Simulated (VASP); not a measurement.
# Ba4Ti5O12: single point with PBEsol

The system is Ba4Ti5O12, a slab with vacuum.

```xyz
21
Lattice="5.6142 0.0000 0.0000 -2.8071 4.8621 0.0000 0.0000 0.0000 24.1680" Properties=species:S:1:pos:R:3 pbc="T T T"
Ti    2.8071    1.6207    7.5000
Ti    0.0000    3.2414    9.7920
Ti    0.0000    0.0000   12.0840
Ti    2.8071    1.6207   14.3760
Ti    0.0000    3.2414   16.6680
Ba    0.0000    0.0000    8.6460
Ba    2.8071    1.6207   10.9380
Ba    0.0000    3.2414   13.2300
Ba    0.0000    0.0000   15.5220
O     1.4036    2.4310    8.6460
O     2.8071    0.0000    8.6460
O    -1.4036    2.4310    8.6460
O    -1.4036    4.0517   10.9380
O     0.0000    1.6207   10.9380
O     1.4036    4.0517   10.9380
O     4.2107    0.8103   13.2300
O     2.8071    3.2414   13.2300
O     1.4036    0.8103   13.2300
O     1.4036    2.4310   15.5220
O     2.8071    0.0000   15.5220
O    -1.4036    2.4310   15.5220
```

```
Program                : VASP 6.6.1
Task                   : single point
Functional             : PBEsol
Potentials or basis    : VASP PAW PBE potentials, release 64 (Ti_sv, Ba_sv, O)
Cutoff                 : 520 eV
k mesh                 : 6 × 6 × 1
Occupations            : gaussian, width 0.05 eV
Spin                   : no spin polarisation
Dipole correction      : yes
Electric field (eV/Å)  : 0.3 eV/Å
Further INCAR settings : LREAL = Auto; ALGO = Normal; EDIFF = 1e-06; NBANDS = 102; EFIELD = 0.3
```

```json
{
 "Largest force": "5.703 eV/Å",
 "Band gap on the k mesh": "zero (bands 86 and 87 overlap by 0.53 eV)"
}
```

Forces in eV/Å, atoms in the order of the input:
```
Ti   0.000  0.000  5.703
Ti   0.000  0.000  0.531
Ti   0.000  0.000  0.000
Ti   0.000  0.000 -0.507
Ti   0.000  0.000 -5.670
Ba   0.000  0.000  0.668
Ba   0.000  0.000  0.242
Ba   0.000  0.000 -0.236
Ba   0.000  0.000 -0.618
O    1.285 -0.742 -2.148
O    0.000  1.484 -2.148
O   -1.285 -0.742 -2.148
O   -0.014  0.008 -0.394
O    0.000 -0.016 -0.394
O    0.014  0.008 -0.394
O    0.005 -0.003  0.386
O    0.000  0.006  0.386
O   -0.005 -0.003  0.386
O   -1.293  0.747  2.119
O    0.000 -1.493  2.119
O    1.293  0.747  2.119
```

Levels at points of the mesh, in eV from the Fermi level:
```tsv
k point	band 83	band 84	band 85	band 86	band 87	band 88	band 89	band 90
(0.00, 0.00, 0.00)	-2.42	-2.27	-0.43	-0.35	-0.31	-0.31	-0.04	0.05
(0.50, 0.00, 0.00)	-2.78	-2.38	-0.11	0.07	0.19	0.24	0.36	0.43
```

It took 13 min on 1 thread of Intel(R) Xeon(R) 6975P-C (Granite Rapids), with other jobs on the host, peak memory 0.81 GiB.

Caveat: the PAW data sets were made with another functional, which shifts forces and pressure a little; spin-orbit coupling is left out, which moves the levels of the heavy elements; semilocal functionals often make such compounds metallic where correlation or magnetic order opens a gap, which also shifts bond lengths.
